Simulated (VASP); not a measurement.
# InAs in VASP: a series of runs

InAs is run at these levels: PBEsol; tasks: single point.

Everything below comes from runs of VASP 6.6.1. Logs are shortened: lines on timing, memory, paths and dates and some standing lists are left out, and cuts for length are marked.

### 1 The cell of the first run

The structure is cubic, space group F-43m (No. 216). The conventional cell has a = 6.087 Å, b = 6.087 Å, c = 6.087 Å, α = 90.00°, β = 90.00°, γ = 90.00°. In (site symmetry -43m) has 4 As at 2.64 Å within 3.5 Å. As (site symmetry -43m) has 4 In at 2.64 Å within 3.5 Å.

### 2 Single point, PBEsol

INCAR

```
PREC = Accurate
ENCUT = 520
EDIFF = 1E-7
ISMEAR = 0
SIGMA = 0.1
LREAL = False
LASPH = True
NELM = 100
ALGO = Normal
ISIF = 2
LWAVE = False
LCHARG = True
GGA = PS
LELF = True
LVHAR = True
NBANDS = 26
```

KPOINTS

```
Automatic mesh
0
Gamma
  12 12 10
```

POSCAR

```
InAs
1.0
    3.0435760279      3.0435760279      0.0000000000
   -3.0435760279      3.0435760279      0.0000000000
    0.0000000000      0.0000000000      6.0871520558
In As
2 2
Direct
    0.5000000000      0.0000000000      0.2500000000
    0.0000000000      0.5000000000      0.7500000000
    0.0000000000      0.0000000000      0.0000000000
    0.5000000000      0.5000000000      0.5000000000
```

Potentials or basis: VASP PAW PBE potentials, release 64 (In_d, As).

Launch:

```console
cat potpaw_PBE.64/In_d/POTCAR potpaw_PBE.64/As/POTCAR > POTCAR
mpirun -np 1 vasp_std > vasp.out
```

OUTCAR:

```text
PREC = Accurate
   ENCUT = 520
   EDIFF = 1E-7
   ISMEAR = 0
   LREAL = False
   LASPH = True
   NELM = 100
   ISIF = 2
   GGA = PS

 ion  position               nearest neighbor table
   1  0.500  0.000  0.250-   3 2.64   4 2.64   4 2.64   3 2.64
   2  0.000  0.500  0.750-   3 2.64   4 2.64   3 2.64   4 2.64
   3  0.000  0.000  0.000-   1 2.64   2 2.64   2 2.64   1 2.64
   4  0.500  0.500  0.500-   1 2.64   2 2.64   1 2.64   2 2.64

  LATTYP: Found a simple tetragonal cell.
 ALAT       =     4.3042664968
 C/A-ratio  =     1.4142135624

  Lattice vectors:

 A1 = (   3.0435760279,   3.0435760279,   0.0000000000)
 A2 = (  -3.0435760279,   3.0435760279,   0.0000000000)
 A3 = (   0.0000000000,   0.0000000000,   6.0871520558)

Analysis of symmetry for initial positions (statically):
=====================================================================
 Subroutine PRICEL returns following result:

  LATTYP: Found a face centered cubic cell.
 ALAT       =     6.0871520558

  Lattice vectors:

 A1 = (   0.0000000000,  -3.0435760279,  -3.0435760279)
 A2 = (   3.0435760279,   0.0000000000,  -3.0435760279)
 A3 = (   3.0435760279,  -3.0435760279,  -0.0000000000)

   2 primitive cells build up your supercell.

 Routine SETGRP: Setting up the symmetry group for a
 simple tetragonal supercell.

 Subroutine GETGRP returns: Found  8 space group operations
 (whereof  8 operations were pure point group operations)
 out of a pool of 16 trial point group operations.

The static configuration has the point symmetry D_2d.

Analysis of symmetry for dynamics (positions and initial velocities):
=====================================================================
 Subroutine PRICEL returns following result:

  LATTYP: Found a face centered cubic cell.
 ALAT       =     6.0871520558

  Lattice vectors:

 A1 = (   0.0000000000,  -3.0435760279,  -3.0435760279)
 A2 = (   3.0435760279,   0.0000000000,  -3.0435760279)
 A3 = (   3.0435760279,  -3.0435760279,  -0.0000000000)

   2 primitive cells build up your supercell.

 Routine SETGRP: Setting up the symmetry group for a
 simple tetragonal supercell.

 Subroutine GETGRP returns: Found  8 space group operations
 (whereof  8 operations were pure point group operations)
 out of a pool of 16 trial point group operations.

The dynamic configuration has the point symmetry D_2d.

 Subroutine INISYM returns: Found  8 space group operations
 (whereof  8 operations are pure point group operations),
 and found     2 'primitive' translations

----------------------------------------------------------------------------------------

                                     Primitive cell

  volume of cell :      56.3875

  direct lattice vectors                    reciprocal lattice vectors
     0.000000000 -3.043576028 -3.043576028    -0.164280437 -0.164280437 -0.164280437
     3.043576028  0.000000000 -3.043576028     0.164280437  0.164280437 -0.164280437
     3.043576028 -3.043576028 -0.000000000     0.164280437 -0.164280437  0.164280437

  length of vectors
     4.304266497  4.304266497  4.304266497     0.284542064  0.284542064  0.284542064

  position of ions in fractional coordinates (direct lattice)
     0.250000000  0.250000000  0.250000000
     0.000000000  0.000000000  0.000000000

  ion indices of the primitive-cell ions
   primitive index   ion index
                 1           1
                 2           3

----------------------------------------------------------------------------------------

 KPOINTS: Automatic mesh

Automatic generation of k-mesh.
 Grid dimensions read from file:
 generate k-points for:   12   12   10

 Generating k-lattice:

  Cartesian coordinates                     Fractional coordinates (reciprocal lattice)
     0.013690036  0.013690036  0.000000000     0.083333333  0.000000000  0.000000000
    -0.013690036  0.013690036  0.000000000     0.000000000  0.083333333  0.000000000
     0.000000000  0.000000000  0.016428044     0.000000000  0.000000000  0.100000000

  Length of vectors
     0.019360635  0.019360635  0.016428044

  Shift w.r.t. Gamma in fractional coordinates (k-lattice)
     0.000000000  0.000000000  0.000000000

 Subroutine IBZKPT returns following result:
 ===========================================

 Found    168 irreducible k-points:

 Following reciprocal coordinates:
            Coordinates               Weight
  0.000000  0.000000  0.000000      1.000000
  0.083333  0.000000  0.000000      4.000000
  0.166667  0.000000  0.000000      4.000000
  0.250000  0.000000  0.000000      4.000000
  0.333333  0.000000  0.000000      4.000000
  0.416667  0.000000  0.000000      4.000000
[... 16 lines left out ...]
  0.333333  0.333333  0.000000      4.000000
  0.416667  0.333333  0.000000      8.000000
 [... further k-points ...]
   k-points           NKPTS =    168   k-points in BZ     NKDIM =    168   number of bands    NBANDS=     26
   number of dos      NEDOS =    301   number of ions     NIONS =      4
   total plane-waves  NPLWV =  49152
   dimension x,y,z NGX =    32 NGY =   32 NGZ =   48
   dimension x,y,z NGXF=    64 NGYF=   64 NGZF=   96
   ions per type =               2   2
   NGX,Y,Z   is equivalent  to a cutoff of  12.36, 12.36, 13.11 a.u.
   NGXF,Y,Z  is equivalent  to a cutoff of  24.72, 24.72, 26.22 a.u.
 SYSTEM =  unknown system
   PREC   = accura    normal or accurate (medium, high low for compatibility)
   ISTART =      0    job   : 0-new  1-cont  2-samecut
   ICHARG =      2    charge: 1-file 2-atom 10-const
   ISPIN  =      1    spin polarized calculation?
   LNONCOLLINEAR =      F non collinear calculations
   LSORBIT =      F    spin-orbit coupling
   LASPH  =      T    aspherical Exc in radial PAW
   ENCUT  =  520.0 eV  38.22 Ry    6.18 a.u.   8.00  8.00 11.32*2*pi/ulx,y,z
   NELM   =    100;   NELMIN=  2; NELMDL= -5     # of ELM steps
   EDIFF  = 0.1E-06   stopping-criterion for ELM
   LREAL  =      F    real-space projection
   EDIFFG = 0.1E-05   stopping-criterion for IOM
   NSW    =      0    number of steps for IOM
   IBRION =     -1    ionic relax: 0-MD 1-quasi-New 2-CG
   NFREE  =      0    steps in history (QN), initial steepest desc. (CG)
   ISIF   =      2    stress and relaxation
   ISYM   =      2    0-nonsym 1-usesym 2-fastsym
   POTIM  = 0.5000    time-step for ionic-motion
   TEBEG  =    0.0;   TEEND  =   0.0 temperature during run
   PSTRESS=    0.0 pullay stress
   NELECT =      36.0000    total number of electrons
   NUPDOWN=      -1.0000    fix difference up-down
   EMIN   =  10.00;   EMAX   =-10.00  energy-range for DOS
   EFERMI =   0.00;   METHOD = LEGACY
   ISMEAR =     0;   SIGMA  =   0.10  broadening in eV -4-tet -1-fermi 0-gaus
   EFERMI_NEDOS =   21; number of points for ismear=-14 and -15
   IALGO  =     38    algorithm
   IMIX   =      4    mixing-type and parameters
     AMIX     =   0.40;   BMIX     =  1.00
     AMIX_MAG =   1.60;   BMIX_MAG =  1.00
  volume/ion in A,a.u.               =      28.19       190.26
  Fermi-wavevector in a.u.,A,eV,Ry     =   1.118849  2.114318 17.032090  1.251823
  Thomas-Fermi vector in A             =   2.255483
   LORBIT       =      0    0 simple, 1 ext, 2 COOP (PROOUT), +10 PAW based schemes
   GGA     = PS    functional components
   LHFCALC =     F    Hartree Fock is set to
   AEXX    =    0.0000 exact exchange contribution
   IVDW    =     0    specifies the selected vdW correction
   LEPSILON=     F    determine dielectric tensor
   LRPA    =     F    only Hartree local field effects (RPA)
 non-spin polarized calculation
 Gauss-broadening in eV      SIGMA  =   0.10
  energy-cutoff  :      520.00
  volume of cell :      112.77
 maximum number of plane-waves:      3080
   NGX = 17   NGY = 17   NGZ = 23

 number of electron      36.0000009 magnetization

 Free energy of the ion-electron system (eV)
  ---------------------------------------------------
  ext. energy  EPLUGINS =         0.00000000
  ---------------------------------------------------
  free energy    TOTEN  =       -16.98186194 eV

  energy without entropy =      -16.98167499  energy(sigma->0) =      -16.98176847

 E-fermi :   4.2466     XC(G=0):  -9.1979

 val. band max:        4.1738598237   @ k =   0.0000   0.0000   0.0000
 cond. band min:       4.7448850498   @ k =   0.0000   0.0000   0.1000
 fundamental gap:      0.5710252262
 Fermi energy:         4.2466116903

 k-point     1 :       0.0000    0.0000    0.0000
  band No.  band energies     occupation
      1     -10.2928      2.00000
      2     -10.1179      2.00000
      3     -10.1179      2.00000
      4     -10.1179      2.00000
      5     -10.0408      2.00000
      6     -10.0408      2.00000
[... 18 lines left out ...]
     25      11.4308      0.00000
     26      13.2039      0.00000

 k-point     2 :       0.0833    0.0000    0.0000
  band No.  band energies     occupation
      1     -10.2902      2.00000
      2     -10.1243      2.00000
      3     -10.1166      2.00000
      4     -10.1155      2.00000
      5     -10.0450      2.00000
      6     -10.0421      2.00000
[... 18 lines left out ...]
     25      11.7337      0.00000
     26      12.5967      0.00000

 k-point     3 :       0.1667    0.0000    0.0000
  band No.  band energies     occupation
      1     -10.2829      2.00000
      2     -10.1415      2.00000
      3     -10.1125      2.00000
      4     -10.1090      2.00000
      5     -10.0532      2.00000
      6     -10.0457      2.00000
[... 18 lines left out ...]
     25      11.8879      0.00000
     26      12.2253      0.00000

 k-point     4 :       0.2500    0.0000    0.0000
  band No.  band energies     occupation
      1     -10.2728      2.00000
      2     -10.1653      2.00000
      3     -10.1062      2.00000
      4     -10.1007      2.00000
      5     -10.0628      2.00000
      6     -10.0516      2.00000
[... 18 lines left out ...]
     25      11.3146      0.00000
     26      11.4692      0.00000

 k-point     5 :       0.3333    0.0000    0.0000
  band No.  band energies     occupation
      1     -10.2613      2.00000
      2     -10.1907      2.00000
      3     -10.0980      2.00000
      4     -10.0928      2.00000
      5     -10.0712      2.00000
      6     -10.0594      2.00000
[... 18 lines left out ...]
     25      10.7563      0.00000
     26      10.8556      0.00000

 k-point     6 :       0.4167    0.0000    0.0000
  band No.  band energies     occupation
      1     -10.2486      2.00000
      2     -10.2140      2.00000
      3     -10.0886      2.00000
      4     -10.0868      2.00000
      5     -10.0775      2.00000
      6     -10.0686      2.00000
[... 427 lines left out ...]
 k-point    21 :       0.4167    0.2500    0.0000
  band No.  band energies     occupation
      1     -10.2692      2.00000
      2     -10.2529      2.00000
      3     -10.0669      2.00000
      4     -10.0662      2.00000
      5     -10.0621      2.00000
      6     -10.0509      2.00000
[... 18 lines left out ...]
     25      11.4705      0.00000
     26      11.8808      0.00000

 k-point    22 :       0.5000    0.2500    0.0000
  band No.  band energies     occupation
      1     -10.2640      2.00000
      2     -10.2640      2.00000
      3     -10.0651      2.00000
      4     -10.0651      2.00000
      5     -10.0556      2.00000
      6     -10.0556      2.00000
[... 18 lines left out ...]
     25      12.0504      0.00000
     26      12.0505      0.00000

 k-point    23 :       0.3333    0.3333    0.0000
  band No.  band energies     occupation
      1     -10.2765      2.00000
      2     -10.2554      2.00000
      3     -10.0630      2.00000
      4     -10.0607      2.00000
      5     -10.0607      2.00000
      6     -10.0464      2.00000
[... 18 lines left out ...]
     25      11.4286      0.00000
     26      11.5011      0.00000

 k-point    24 :       0.4167    0.3333    0.0000
  band No.  band energies     occupation
      1     -10.2802      2.00000
      2     -10.2703      2.00000
      3     -10.0565      2.00000
      4     -10.0542      2.00000
      5     -10.0530      2.00000
      6     -10.0464      2.00000
[... 18 lines left out ...]
     25      12.0527      0.00000
     26      12.0860      0.00000

 [... further k-points ...]

------------------------ aborting loop because EDIFF is reached ----------------------------------------

  FORCE on cell =-STRESS in cart. coord.  units (eV):
  Direction    XX          YY          ZZ          XY          YZ          ZX
  --------------------------------------------------------------------------------------
  -------------------------------------------------------------------------------------
  Total        0.0578800      0.0578800      0.0558922      0.0000000     -0.0000000     -0.0000000
  in kB        0.8222937      0.8222937      0.7940521      0.0000000     -0.0000000     -0.0000000
  external PRESSURE =       0.8128798 kB  Pullay stress =       0.0000000 kB

 VOLUME and BASIS-vectors are now :
 -----------------------------------------------------------------------------
  energy-cutoff  :      520.00
  volume of cell :      112.77
      direct lattice vectors                 reciprocal lattice vectors
     3.043576028  3.043576028  0.000000000     0.164280437  0.164280437  0.000000000
    -3.043576028  3.043576028  0.000000000    -0.164280437  0.164280437  0.000000000
     0.000000000  0.000000000  6.087152056     0.000000000  0.000000000  0.164280437

 POSITION                                       TOTAL-FORCE (eV/Angst)
 -----------------------------------------------------------------------------------
      1.52179      1.52179      1.52179         0.000000      0.000000      0.000000
     -1.52179      1.52179      4.56536         0.000000      0.000000      0.000000
      0.00000      0.00000      0.00000        -0.000000     -0.000000      0.000000
      0.00000      3.04358      3.04358        -0.000000     -0.000000      0.000000
 -----------------------------------------------------------------------------------
    total drift:                               -0.000000      0.000000     -0.000000

  FREE ENERGIE OF THE ION-ELECTRON SYSTEM (eV)
  ---------------------------------------------------
  free  energy   TOTEN  =       -16.9818619432 eV

  energy  without entropy=      -16.9816749877  energy(sigma->0) =      -16.98176847
```

Run time: 5.8 min. Hardware: 1 thread of Intel Xeon 6975P-C, shared host; peak memory 0.53 GiB.

What came out:

- Free energy: -16.9819 eV
- Pressure: 0.1 GPa
- Band gap on the k mesh: zero (filled and empty bands touch)

Caveat: the PAW data sets were made with another functional, which shifts forces and pressure a little; spin-orbit coupling is left out, which moves the levels of the heavy elements.

### 3 Single point, PBEsol (strain along c alone, the other axes held: +1.0 %)

INCAR

```
ALGO = Normal
EDIFF = 1E-6
ENCUT = 520
GGA = PS
ISIF = 2
ISMEAR = 0
LASPH = True
LCHARG = False
LREAL = False
LWAVE = False
NBANDS = 26
NELM = 100
PREC = Accurate
SIGMA = 0.1
```

KPOINTS

```
k-points
0
Gamma
  12 12 10
```

POSCAR

```
InAs
1.0
    3.0435760268      3.0435760268      0.0000000000
   -3.0435760268      3.0435760268      0.0000000000
    0.0000000000      0.0000000000      6.1480235742
In As
2 2
Direct
    0.5000000000      0.0000000000      0.2500000000
    0.0000000000      0.5000000000      0.7500000000
    0.0000000000      0.0000000000      0.0000000000
    0.5000000000      0.5000000000      0.5000000000
```

Potentials or basis: VASP PAW PBE potentials, release 64 (In_d, As).

Launch:

```console
cat potpaw_PBE.64/In_d/POTCAR potpaw_PBE.64/As/POTCAR > POTCAR
mpirun -np 1 vasp_std > vasp.out
```

It took 5.7 min on 1 thread of Intel Xeon Platinum 8488C (Sapphire Rapids), shared host; peak memory 0.53 GiB.

It converged, with:

```
Free energy            : -16.9799 eV
Pressure               : -0.5 GPa
Band gap on the k mesh : zero (filled and empty bands touch)
```

Stress tensor (GPa, compression positive):
```
-0.35  0.00  0.00
 0.00 -0.35  0.00
 0.00  0.00 -0.70
```

Levels at points of the mesh, in eV from the Fermi level:
| k point | band 14 | band 15 | band 16 | band 17 | band 18 | band 19 | band 20 | band 21 | band 22 | band 23 |
| --- | --- | --- | --- | --- | --- | --- | --- | --- | --- | --- |
| (0.00, 0.00, 0.00) | -2.29 | -2.29 | -0.52 | -0.11 | -0.07 | -0.07 | 1.44 | 1.95 | 3.75 | 3.75 |
| (0.50, 0.00, 0.00) | -5.01 | -2.86 | -2.86 | -1.05 | -1.05 | 2.41 | 2.41 | 4.80 | 4.80 | 5.05 |
| (0.50, 0.50, 0.00) | -5.82 | -2.35 | -2.35 | -2.34 | -2.34 | 1.39 | 1.39 | 1.87 | 1.87 | 8.83 |
| (0.00, 0.00, 0.50) | -3.82 | -1.43 | -1.43 | -1.43 | -1.43 | 2.16 | 2.16 | 2.54 | 2.54 | 6.04 |
| (0.50, 0.00, 0.50) | -5.75 | -1.07 | -1.07 | -1.00 | -1.00 | 0.73 | 0.73 | 4.49 | 4.49 | 4.55 |
| (0.50, 0.50, 0.50) | -5.69 | -2.95 | -2.95 | -2.86 | -2.86 | 3.92 | 3.92 | 4.07 | 4.07 | 4.68 |

Caveat: the cell differs from its parent crystal (strain along c alone, the other axes held: +1.0 %); the PAW data sets were made with another functional, which shifts forces and pressure a little; spin-orbit coupling is left out, which moves the levels of the heavy elements.

### 4 Single point, PBEsol (strain along c alone, the other axes held: +2.0 %)

INCAR

```
SYSTEM = InAs
ALGO = Normal ; EDIFF = 1E-6
ENCUT = 520 ; GGA = PS
ISIF = 2 ; ISMEAR = 0
LASPH = .TRUE. ; LCHARG = .FALSE.
LREAL = .FALSE. ; LWAVE = .FALSE.
NBANDS = 26 ; NELM = 100
PREC = Accurate ; SIGMA = 0.1
```

KPOINTS

```
k-points
0
G
  12 12 10
  0 0 0
```

Changes to POSCAR since step 3:

```diff
@@ -4,3 +4,3 @@
    -3.0435760268      3.0435760268      0.0000000000
-    0.0000000000      0.0000000000      6.1480235742
+    0.0000000000      0.0000000000      6.2088950947
 In As
```

Launch:

```console
cat potpaw_PBE.64/In_d/POTCAR potpaw_PBE.64/As/POTCAR > POTCAR
mpirun -np 1 vasp_std > vasp.out
```

Run time: 5 min. Hardware: 1 thread of Intel Xeon Platinum 8488C (Sapphire Rapids), shared host; peak memory 0.53 GiB.

It converged, with:

```
Free energy            : -16.9726 eV
Pressure               : -1.0 GPa
Band gap on the k mesh : zero (filled and empty bands touch)
```

Stress tensor (GPa, compression positive):
```
-0.75  0.00  0.00
 0.00 -0.75  0.00
 0.00  0.00 -1.47
```

Levels at points of the mesh, in eV from the Fermi level:
```tsv
k point	band 15	band 16	band 17	band 18	band 19	band 20	band 21	band 22
(0.00, 0.00, 0.00)	-2.24	-0.58	-0.16	-0.06	-0.06	1.47	1.99	3.73
(0.50, 0.00, 0.00)	-2.86	-2.86	-1.02	-1.02	2.40	2.40	4.77	4.77
(0.50, 0.50, 0.00)	-2.35	-2.35	-2.34	-2.34	1.38	1.38	1.82	1.82
(0.00, 0.00, 0.50)	-1.40	-1.40	-1.40	-1.40	2.19	2.19	2.49	2.49
(0.50, 0.00, 0.50)	-1.10	-1.10	-0.97	-0.97	0.69	0.69	4.45	4.45
(0.50, 0.50, 0.50)	-2.92	-2.92	-2.83	-2.83	3.81	3.81	4.02	4.02
```

Caveat: the cell differs from its parent crystal (strain along c alone, the other axes held: +2.0 %); the PAW data sets were made with another functional, which shifts forces and pressure a little; spin-orbit coupling is left out, which moves the levels of the heavy elements.

(Part 1 of 2 ends here.)
